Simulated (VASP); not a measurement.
Input of a VASP 6.6.1 run:

POSCAR

```
Mn2ZnAs2
1.0
    4.0990000000      0.0000000000      0.0000000000
   -2.0495000000      3.5498381300      0.0000000000
    0.0000000000      0.0000000000      6.5720000000
Mn Zn As
2 1 2
Direct
    0.3333333300      0.6666666700      0.3694400000
    0.6666666700      0.3333333300      0.6305600000
    0.0000000000      0.0000000000      0.0000000000
    0.3333333300      0.6666666700      0.7679300000
    0.6666666700      0.3333333300      0.2320700000
```

The input INCAR.step1:

```
SYSTEM = Mn2ZnAs2
PREC = Accurate ; ENCUT = 520
ISMEAR = -1 ; SIGMA = 0.05
LREAL = .FALSE. ; LASPH = .TRUE.
NELM = 80 ; NBANDS = 32
GGA = PE ; ALGO = Normal
EDIFF = 1E-4 ; LWAVE = .TRUE.
LCHARG = .FALSE.
```

File INCAR.step2:

```
SYSTEM = Mn2ZnAs2
PREC = Accurate ; ENCUT = 520
EDIFF = 1E-6 ; ISMEAR = -1
SIGMA = 0.05 ; LREAL = .FALSE.
LASPH = .TRUE. ; NELM = 80
ALGO = Normal ; ISIF = 2
LWAVE = .FALSE. ; LCHARG = .FALSE.
METAGGA = R2SCAN ; LMIXTAU = .TRUE.
NBANDS = 32 ; ISTART = 1
```

KPOINTS

```
regular mesh
0
G
  8 8 5
  0 0 0
```

Potentials or basis: VASP PAW PBE potentials, release 64 (Mn_pv, Zn, As).

Run with:

```bash
$ cat potpaw_PBE.64/Mn_pv/POTCAR potpaw_PBE.64/Zn/POTCAR potpaw_PBE.64/As/POTCAR > POTCAR
$ cp INCAR.step1 INCAR
$ mpirun -np 1 vasp_std > vasp.out
$ cp INCAR.step2 INCAR
$ mpirun -np 1 vasp_std > vasp.out
```

(1) Predict the largest force.

(2) What does it give for the pressure?

(3) What does it give for the band gap on the k mesh?

Results:

(1) 2.265 eV/Å.

(2) -18.8 GPa.

(3) zero (bands 24 and 25 overlap by 0.13 eV).

Caveat: the cell stands under tension; the PAW data sets were made with another functional, which shifts forces and pressure a little; the run has no spin polarisation, though such a crystal can be magnetic.
